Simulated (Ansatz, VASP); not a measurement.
**One calculation of WSe2, two programs**

```
W Se
1.0
     3.27025    0.00000    0.00000
    -1.63513    2.83212    0.00000
     0.00000    0.00000   16.66122
W Se
1 2
Cartesian
  0.0000 0.0000 0.4500
  0.0000 1.8881 1.6728
  0.0000 1.8881 14.9884
```

Alike in both runs: task single point; functional PBEsol; k mesh 12 × 12 × 2; occupations gaussian, width 0.05 eV; no spin polarisation.

|  | VASP | Ansatz |
| --- | --- | --- |
| version | VASP 6.6.1 | Ansatz 0.2.0 |
| potentials or method | VASP PAW PBE potentials, release 64 (W_sv, Se), cutoff 520 eV | scalar-relativistic, plane waves, PAW |
| valence electrons in the cell | 26 | 46 |

|  | VASP | Ansatz | Ansatz less VASP |
| --- | --- | --- | --- |
| gap on the k mesh at the Fermi level (eV) | none | none | - |
| rms of the force components (eV/Å) | 4.558 | 4.516 | -0.0418 |

VASP's potentials were made for PBE, not for PBEsol. Atom by atom the forces differ by 0.049 eV/Å (rms over components). A gap of «none» marks a metal or a gap that the smearing closes. The functional is the same, so the differences come from potentials, cutoffs and numerics. VASP's potentials hold 26 valence electrons a cell and Ansatz's 46, so a difference there can come from the potentials and not from the codes.

Neither program's run includes spin-orbit coupling.
